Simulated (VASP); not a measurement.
Wanted: the native input for a VASP 6.6.1 run.

```yaml
Task: single point
Functional: PBE
Potentials_or_basis: VASP PAW PBE potentials, release 64 (Rh_pv)
Cutoff: 520 eV
k_mesh: 10 × 10 × 10
Occupations: gaussian, width 0.1 eV
Spin: no spin polarisation
Dipole_correction: no
Further_INCAR_settings: ALGO = Normal; EDIFF = 1e-06; NBANDS = 14
```

The structure of Rh lies in POSCAR:

```
Rh
1.0
    0.0000000000      1.9147996064      1.9149737630
    1.9145241119      0.0000000000      1.9149737630
    1.9145241119      1.9147996064      0.0000000000
Rh
1
Direct
    0.0000000000      0.0000000000      0.0000000000
```

The cell was built from a structure type or drawn by symmetry, and may not be a known phase.

The input as run:

INCAR

```
SYSTEM = Rh
PREC     = Accurate       ! precision mode
ENCUT    = 520            ! plane-wave cutoff, eV
EDIFF    = 1E-6           ! SCF threshold, eV
ISMEAR   = 0              ! smearing method
SIGMA    = 0.1            ! smearing width, eV
LREAL    = .FALSE.        ! projectors in reciprocal space
LASPH    = .TRUE.         ! aspherical terms in the spheres
NELM     = 80             ! most SCF steps
ALGO     = Normal         ! electronic algorithm
ISIF     = 2              ! what is computed and relaxed
LWAVE    = .FALSE.        ! write WAVECAR
LCHARG   = .TRUE.         ! write CHGCAR
GGA      = PE             ! functional
LELF     = .TRUE.         ! ELF
LVHAR    = .TRUE.       
NBANDS   = 14             ! bands
```

KPOINTS

```
regular mesh
0
G
  10 10 10
  0 0 0
```

Potentials or basis: VASP PAW PBE potentials, release 64 (Rh_pv).

Launch:

```bash
$ cat potpaw_PBE.64/Rh_pv/POTCAR > POTCAR
$ mpirun -np 1 vasp_std > vasp.out
```

It gave:

```yaml
Pressure: 0.2 GPa
Band_gap_on_the_k_mesh: zero (an odd number of electrons rules out a gap without spin polarisation)
```

It took 31 s on 1 thread of Intel Xeon 8259CL, with other jobs on the host, peak memory 0.15 GiB.
